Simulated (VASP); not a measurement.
# SbSe (P6_3mc) in VASP: further runs

SbSe is run at these levels: PBE; tasks: single point, relaxation of cell and atoms.

All numbers are computed with VASP 6.6.1; they aren't measurements. Logs are shortened: lines on timing, memory, paths and dates and some standing lists are left out, and cuts for length are marked.

## Step 1: The cell of the first run

It takes space group P6_3mc (No. 186, hexagonal). Conventional cell: a = 4.408 Å, b = 4.408 Å, c = 7.059 Å, α = 90.00°, β = 90.00°, γ = 120.00°. Sb (site symmetry 3m) has 4 Se at 2.68 to 2.70 Å within 3.5 Å. Se (site symmetry 3m) has 4 Sb at 2.68 to 2.70 Å within 3.5 Å.

## Step 2: Single point, PBE

File INCAR:

```
SYSTEM = SbSe
ALGO     = Normal         ! electronic algorithm
EDIFF    = 1E-6           ! SCF threshold, eV
ENCUT    = 520            ! plane-wave cutoff, eV
GGA      = PE             ! functional
ISIF     = 2              ! what is computed and relaxed
ISMEAR   = 0              ! smearing method
LASPH    = .TRUE.         ! aspherical terms in the spheres
LCHARG   = .TRUE.         ! write CHGCAR
LELF     = .TRUE.         ! ELF
LREAL    = .FALSE.        ! projectors in reciprocal space
LVHAR    = .TRUE.       
LWAVE    = .FALSE.        ! write WAVECAR
NBANDS   = 19             ! bands
NELM     = 60             ! most SCF steps
PREC     = Accurate       ! precision mode
SIGMA    = 0.1            ! smearing width, eV
```

File KPOINTS:

```
k-points
0
G
  6 6 4
  0 0 0
```

File POSCAR:

```
SbSe
1.0
    4.4077614704      0.0000000000      0.0000000000
   -2.2038807351      3.8172334072      0.0000000000
    0.0000000000      0.0000000000      7.0588779921
Sb Se
2 2
Direct
    0.3333333333      0.6666666667      0.0000000000
    0.6666666667      0.3333333333      0.5000000000
    0.3333333333      0.6666666667      0.3821000000
    0.6666666667      0.3333333333      0.8821000000
```

Potentials or basis: VASP PAW PBE potentials, release 64 (Sb, Se).

Launch:

```
$ cat potpaw_PBE.64/Sb/POTCAR potpaw_PBE.64/Se/POTCAR > POTCAR
$ mpirun -np 1 vasp_std > vasp.out
```

OUTCAR:

```text
SYSTEM = SbSe
   EDIFF = 1E-6
   ENCUT = 520
   GGA = PE
   ISIF = 2
   ISMEAR = 0
   LASPH = .TRUE.
   LREAL = .FALSE.
   NELM = 60
   PREC = Accurate

 ion  position               nearest neighbor table
   1  0.333  0.667  0.000-   4 2.68   4 2.68   4 2.68   3 2.70
   2  0.667  0.333  0.500-   3 2.68   3 2.68   3 2.68   4 2.70
   3  0.333  0.667  0.382-   2 2.68   2 2.68   2 2.68   1 2.70
   4  0.667  0.333  0.882-   1 2.68   1 2.68   1 2.68   2 2.70

  LATTYP: Found a hexagonal cell.
 ALAT       =     4.4077614704
 C/A-ratio  =     1.6014655148

  Lattice vectors:

 A1 = (   4.4077614704,   0.0000000000,   0.0000000000)
 A2 = (  -2.2038807351,   3.8172334072,   0.0000000000)
 A3 = (   0.0000000000,   0.0000000000,   7.0588779921)

Analysis of symmetry for initial positions (statically):
=====================================================================
 Subroutine PRICEL returns:
 Original cell was already a primitive cell.

 Routine SETGRP: Setting up the symmetry group for a
 hexagonal supercell.

 Subroutine GETGRP returns: Found 12 space group operations
 (whereof  6 operations were pure point group operations)
 out of a pool of 24 trial point group operations.

The static configuration has the point symmetry C_3v.
 The point group associated with its full space group is C_6v.

Analysis of symmetry for dynamics (positions and initial velocities):
=====================================================================
 Subroutine PRICEL returns:
 Original cell was already a primitive cell.

 Routine SETGRP: Setting up the symmetry group for a
 hexagonal supercell.

 Subroutine GETGRP returns: Found 12 space group operations
 (whereof  6 operations were pure point group operations)
 out of a pool of 24 trial point group operations.

The dynamic configuration has the point symmetry C_3v.
 The point group associated with its full space group is C_6v.

 Subroutine INISYM returns: Found 12 space group operations
 (whereof  6 operations are pure point group operations),
 and found     1 'primitive' translations

----------------------------------------------------------------------------------------

                                     Primitive cell

  volume of cell :     118.7688

  direct lattice vectors                    reciprocal lattice vectors
     4.407761470  0.000000000  0.000000000     0.226872531  0.130984917  0.000000000
    -2.203880735  3.817233407  0.000000000     0.000000000  0.261969833  0.000000000
     0.000000000  0.000000000  7.058877992     0.000000000  0.000000000  0.141665574

  length of vectors
     4.407761470  4.407761470  7.058877992     0.261969833  0.261969833  0.141665574

  position of ions in fractional coordinates (direct lattice)
     0.333333333  0.666666667  0.000000000
     0.666666667  0.333333333  0.500000000
     0.333333333  0.666666667  0.382100000
     0.666666667  0.333333333  0.882100000

  ion indices of the primitive-cell ions
   primitive index   ion index
                 1           1
                 2           2
                 3           3
                 4           4

----------------------------------------------------------------------------------------

 KPOINTS: k-points

Automatic generation of k-mesh.
 Grid dimensions read from file:
 generate k-points for:    6    6    4

 Generating k-lattice:

  Cartesian coordinates                     Fractional coordinates (reciprocal lattice)
     0.037812088  0.021830819  0.000000000     0.166666667  0.000000000  0.000000000
     0.000000000  0.043661639  0.000000000     0.000000000  0.166666667  0.000000000
     0.000000000  0.000000000  0.035416393     0.000000000  0.000000000  0.250000000

  Length of vectors
     0.043661639  0.043661639  0.035416393

  Shift w.r.t. Gamma in fractional coordinates (k-lattice)
     0.000000000  0.000000000  0.000000000

 Subroutine IBZKPT returns following result:
 ===========================================

 Found     21 irreducible k-points:

 Following reciprocal coordinates:
            Coordinates               Weight
  0.000000  0.000000  0.000000      1.000000
  0.166667 -0.000000  0.000000      6.000000
  0.333333 -0.000000  0.000000      6.000000
  0.500000 -0.000000  0.000000      3.000000
  0.166667  0.166667  0.000000      6.000000
  0.333333  0.166667  0.000000     12.000000
[... 13 lines left out ...]
  0.333333  0.166667  0.500000     12.000000
  0.333333  0.333333  0.500000      2.000000
   k-points           NKPTS =     21   k-points in BZ     NKDIM =     21   number of bands    NBANDS=     19
   number of dos      NEDOS =    301   number of ions     NIONS =      4
   total plane-waves  NPLWV =  69984
   dimension x,y,z NGX =    36 NGY =   36 NGZ =   54
   dimension x,y,z NGXF=    72 NGYF=   72 NGZF=  108
   ions per type =               2   2
   NGX,Y,Z   is equivalent  to a cutoff of  13.58, 13.58, 12.72 a.u.
   NGXF,Y,Z  is equivalent  to a cutoff of  27.16, 27.16, 25.44 a.u.
 SYSTEM =  SbSe
   PREC   = accura    normal or accurate (medium, high low for compatibility)
   ISTART =      0    job   : 0-new  1-cont  2-samecut
   ICHARG =      2    charge: 1-file 2-atom 10-const
   ISPIN  =      1    spin polarized calculation?
   LNONCOLLINEAR =      F non collinear calculations
   LSORBIT =      F    spin-orbit coupling
   LASPH  =      T    aspherical Exc in radial PAW
   ENCUT  =  520.0 eV  38.22 Ry    6.18 a.u.   8.20  8.20 13.12*2*pi/ulx,y,z
   NELM   =     60;   NELMIN=  2; NELMDL= -5     # of ELM steps
   EDIFF  = 0.1E-05   stopping-criterion for ELM
   LREAL  =      F    real-space projection
   EDIFFG = 0.1E-04   stopping-criterion for IOM
   NSW    =      0    number of steps for IOM
   IBRION =     -1    ionic relax: 0-MD 1-quasi-New 2-CG
   NFREE  =      0    steps in history (QN), initial steepest desc. (CG)
   ISIF   =      2    stress and relaxation
   ISYM   =      2    0-nonsym 1-usesym 2-fastsym
   POTIM  = 0.5000    time-step for ionic-motion
   TEBEG  =    0.0;   TEEND  =   0.0 temperature during run
   PSTRESS=    0.0 pullay stress
   NELECT =      22.0000    total number of electrons
   NUPDOWN=      -1.0000    fix difference up-down
   EMIN   =  10.00;   EMAX   =-10.00  energy-range for DOS
   EFERMI =   0.00;   METHOD = LEGACY
   ISMEAR =     0;   SIGMA  =   0.10  broadening in eV -4-tet -1-fermi 0-gaus
   EFERMI_NEDOS =   21; number of points for ismear=-14 and -15
   IALGO  =     38    algorithm
   IMIX   =      4    mixing-type and parameters
     AMIX     =   0.40;   BMIX     =  1.00
     AMIX_MAG =   1.60;   BMIX_MAG =  1.00
  volume/ion in A,a.u.               =      29.69       200.37
  Fermi-wavevector in a.u.,A,eV,Ry     =   0.933215  1.763520 11.849173  0.870890
  Thomas-Fermi vector in A             =   2.059893
   LORBIT       =      0    0 simple, 1 ext, 2 COOP (PROOUT), +10 PAW based schemes
   GGA     = PE    functional components
   LHFCALC =     F    Hartree Fock is set to
   AEXX    =    0.0000 exact exchange contribution
   IVDW    =     0    specifies the selected vdW correction
   LEPSILON=     F    determine dielectric tensor
   LRPA    =     F    only Hartree local field effects (RPA)
 non-spin polarized calculation
 Gauss-broadening in eV      SIGMA  =   0.10
  energy-cutoff  :      520.00
  volume of cell :      118.77
 maximum number of plane-waves:      3237
 NGX is ok and might be reduce to    36
   NGX = 17   NGY = 17   NGZ = 27

 number of electron      21.9999998 magnetization

 Free energy of the ion-electron system (eV)
  ---------------------------------------------------
  ext. energy  EPLUGINS =         0.00000000
  ---------------------------------------------------
  free energy    TOTEN  =       -13.11050576 eV

  energy without entropy =      -13.08594680  energy(sigma->0) =      -13.09822628

 E-fermi :   5.7320     XC(G=0):  -8.9542

 val. band max:        5.7300867200   @ k =   0.1667  -0.0000   0.0000
 cond. band min:       5.8646060595   @ k =   0.3333   0.1667   0.0000
 fundamental gap:      0.1345193395
 Fermi energy:         5.7319903932

 k-point     1 :       0.0000    0.0000    0.0000
  band No.  band energies     occupation
      1     -10.0889      2.00000
      2      -9.1244      2.00000
      3      -4.3778      2.00000
      4      -1.2332      2.00000
      5       0.8552      2.00000
      6       0.8552      2.00000
[... 11 lines left out ...]
     18      10.6562      0.00000
     19      10.6562      0.00000

 k-point     2 :       0.1667   -0.0000    0.0000
  band No.  band energies     occupation
      1      -9.9232      2.00000
      2      -9.0086      2.00000
      3      -4.5116      2.00000
      4      -2.1392      2.00000
      5      -0.2838      2.00000
      6       0.5703      2.00000
[... 11 lines left out ...]
     18      10.4905      0.00000
     19      10.5652      0.00000

 k-point     3 :       0.3333   -0.0000    0.0000
  band No.  band energies     occupation
      1      -9.5006      2.00000
      2      -8.7898      2.00000
      3      -4.8563      2.00000
      4      -3.5328      2.00000
      5      -0.8121      2.00000
      6       0.1255      2.00000
[... 11 lines left out ...]
     18      10.7370      0.00000
     19      11.0905      0.00000

 k-point     4 :       0.5000   -0.0000    0.0000
  band No.  band energies     occupation
      1      -9.1792      2.00000
      2      -8.7440      2.00000
      3      -4.9770      2.00000
      4      -4.2586      2.00000
      5      -0.7734      2.00000
      6      -0.0590      2.00000
[... 341 lines left out ...]
     18      11.0666      0.00000
     19      11.8323      0.00000

 k-point    20 :       0.3333    0.1667    0.5000
  band No.  band energies     occupation
      1      -8.9700      2.00000
      2      -8.9700      2.00000
      3      -4.6840      2.00000
      4      -4.6840      2.00000
      5      -0.1505      2.00000
      6      -0.1505      2.00000
[... 11 lines left out ...]
     18      11.0749      0.00000
     19      12.7217      0.00000

 k-point    21 :       0.3333    0.3333    0.5000
  band No.  band energies     occupation
      1      -8.8542      2.00000
      2      -8.8542      2.00000
      3      -4.8701      2.00000
      4      -4.8701      2.00000
      5      -0.5486      2.00000
      6      -0.5486      2.00000
[... 11 lines left out ...]
     18      10.2953      0.00000
     19      12.8558      0.00000

------------------------ aborting loop because EDIFF is reached ----------------------------------------

  FORCE on cell =-STRESS in cart. coord.  units (eV):
  Direction    XX          YY          ZZ          XY          YZ          ZX
  --------------------------------------------------------------------------------------
  -------------------------------------------------------------------------------------
  Total        9.5061440      9.5061440      8.2165504      0.0000000     -0.0000000      0.0000000
  in kB      128.2367483    128.2367483    110.8402838      0.0000000     -0.0000000      0.0000000
  external PRESSURE =     122.4379268 kB  Pullay stress =       0.0000000 kB

 VOLUME and BASIS-vectors are now :
 -----------------------------------------------------------------------------
  energy-cutoff  :      520.00
  volume of cell :      118.77
      direct lattice vectors                 reciprocal lattice vectors
     4.407761470  0.000000000  0.000000000     0.226872531  0.130984917  0.000000000
    -2.203880735  3.817233407  0.000000000     0.000000000  0.261969833  0.000000000
     0.000000000  0.000000000  7.058877992     0.000000000  0.000000000  0.141665574

 POSITION                                       TOTAL-FORCE (eV/Angst)
 -----------------------------------------------------------------------------------
     -0.00000      2.54482      0.00000        -0.000000      0.000000     -0.709800
      2.20388      1.27241      3.52944         0.000000     -0.000000     -0.709800
     -0.00000      2.54482      2.69720        -0.000000      0.000000      0.709800
      2.20388      1.27241      6.22664         0.000000      0.000000      0.709800
 -----------------------------------------------------------------------------------
    total drift:                               -0.000000      0.000000     -0.001544

  FREE ENERGIE OF THE ION-ELECTRON SYSTEM (eV)
  ---------------------------------------------------
  free  energy   TOTEN  =       -13.1105057571 eV

  energy  without entropy=      -13.0859468035  energy(sigma->0) =      -13.09822628
```

Run time: 19 s. Hardware: 1 thread of Intel Xeon 6975P-C (Granite Rapids), shared host; peak memory 0.25 GiB.

Results:

| Quantity | Value |
| --- | --- |
| Free energy | -13.1105 eV |
| Pressure | 12.2 GPa |
| Largest force | 0.710 eV/Å |
| Band gap on the k mesh | zero (bands 11 and 12 overlap by 1.50 eV) |

Forces on the atoms (eV/Å):
```
Sb   0.000  0.000 -0.710
Sb   0.000  0.000 -0.710
Se   0.000  0.000  0.710
Se   0.000  0.000  0.710
```

Caveat: the cell stands under pressure; spin-orbit coupling is left out, which moves the levels of the heavy elements.

## Step 3: Relaxation of cell and atoms, PBE

File INCAR:

```
SYSTEM = SbSe
PREC     = Accurate       ! precision mode
ENCUT    = 600            ! plane-wave cutoff, eV
EDIFF    = 1E-7           ! SCF threshold, eV
ISMEAR   = 0              ! smearing method
SIGMA    = 0.1            ! smearing width, eV
LREAL    = .FALSE.        ! projectors in reciprocal space
LASPH    = .TRUE.         ! aspherical terms in the spheres
NELM     = 60             ! most SCF steps
ALGO     = Normal         ! electronic algorithm
ISIF     = 3              ! what is computed and relaxed
LWAVE    = .FALSE.        ! write WAVECAR
LCHARG   = .FALSE.        ! write CHGCAR
GGA      = PE             ! functional
IBRION   = 2              ! ionic algorithm
NSW      = 90             ! ionic steps
EDIFFG   = -0.04          ! ionic threshold
```

File KPOINTS:

```
Automatic mesh
0
G
  6 6 4
  0 0 0
```

POSCAR is that of step 2.

Potentials or basis: VASP PAW PBE potentials, release 64 (Sb, Se).

Launch:

```
$ cat potpaw_PBE.64/Sb/POTCAR potpaw_PBE.64/Se/POTCAR > POTCAR
$ mpirun -np 1 vasp_std > vasp.out
```

Run time: 4.9 min. Hardware: 1 thread of Intel Xeon 6975P-C (Granite Rapids), shared host; peak memory 0.29 GiB.

It converged, with:

```
Free energy                           : -14.8007 eV
Relaxed volume                        : 33.02 Å³/atom
Relaxed cell                          : a = 5.074 Å, b = 5.074 Å, c = 5.924 Å, α = 90.00°, β = 90.00°, γ = 120.00°
Space group after relaxing (to 0.1 Å) : P6_3/mmc (No. 194)
Energy gained by relaxing             : 422.5 meV/atom
Ionic steps                           : 22
Pressure after relaxing               : 0.0 GPa
Largest force after relaxing          : 0.010 eV/Å
Band gap on the k mesh                : zero (bands 11 and 12 overlap by 1.31 eV)
```

Forces on the atoms (eV/Å):
```
Sb   0.000  0.000 -0.010
Sb   0.000  0.000 -0.010
Se   0.000  0.000  0.010
Se   0.000  0.000  0.010
```

Stress tensor (GPa, compression positive):
```
 0.05  0.00  0.00
 0.00  0.05  0.00
 0.00  0.00 -0.17
```

The path:
```tsv
step	energy change (eV)	largest force (eV/Å)	pressure (GPa)	volume (Å³)
1	0.0000	0.7098	12.24	118.77
2	-0.8594	0.4353	-2.76	162.16
3	-0.9797	0.5190	-0.19	148.24
4	-0.9796	0.5148	-0.34	148.87
5	-1.0282	0.4679	-0.31	148.60
6	-1.1337	0.2181	-0.05	147.79
7	-1.1559	0.1017	0.81	146.17
8	-1.1728	0.0065	0.41	146.77
9	-1.1773	0.0684	-1.07	151.01
10	-1.1815	0.0498	-0.48	149.24
11	-1.2019	0.0794	-0.65	147.74
12	-1.2884	0.0320	-1.13	142.80
13	-1.6800	0.0871	0.52	130.92
14	-1.4826	0.0279	-0.98	136.92
15	-1.6816	0.1059	0.05	132.02
16	-1.6832	0.1049	0.24	131.57
17	-1.6251	0.0839	0.13	133.44
18	-1.6842	0.0875	0.19	131.80
19	-1.6734	0.0368	-1.10	135.62
20	-1.6885	0.0332	-0.30	133.06
21	-1.6854	0.0345	0.49	130.42
22	-1.6901	0.0096	-0.02	132.07
```

Final structure:
```
Sb Se
1.0
     5.07370    0.00000    0.00000
    -2.53685    4.39396    0.00000
     0.00000    0.00000    5.92432
Sb Se
2 2
Cartesian
  0.0000 2.9293 5.5782
  2.5369 1.4647 2.6160
  0.0000 2.9293 2.6098
  2.5369 1.4647 5.5720
```

Levels at points of the mesh, in eV from the Fermi level:
| k point | band 7 | band 8 | band 9 | band 10 | band 11 | band 12 | band 13 | band 14 | band 15 |
| --- | --- | --- | --- | --- | --- | --- | --- | --- | --- |
| (0.00, 0.00, 0.00) | -4.60 | -3.25 | -3.02 | -3.02 | -0.36 | -0.36 | 1.42 | 1.42 | 2.97 |
| (0.50, 0.00, 0.00) | -4.41 | -3.61 | -3.43 | -1.76 | 0.52 | 1.80 | 1.83 | 3.05 | 3.97 |
| (0.00, 0.00, 0.50) | -3.90 | -3.90 | -2.55 | -2.55 | 0.24 | 0.24 | 0.24 | 0.24 | 0.60 |
| (0.50, 0.00, 0.50) | -3.12 | -3.12 | -1.81 | -1.81 | -0.48 | -0.48 | 1.12 | 1.12 | 2.31 |

Caveat: a cell axis changed by over 15 % at a fixed basis, so the end point is rough; spin-orbit coupling is left out, which moves the levels of the heavy elements.
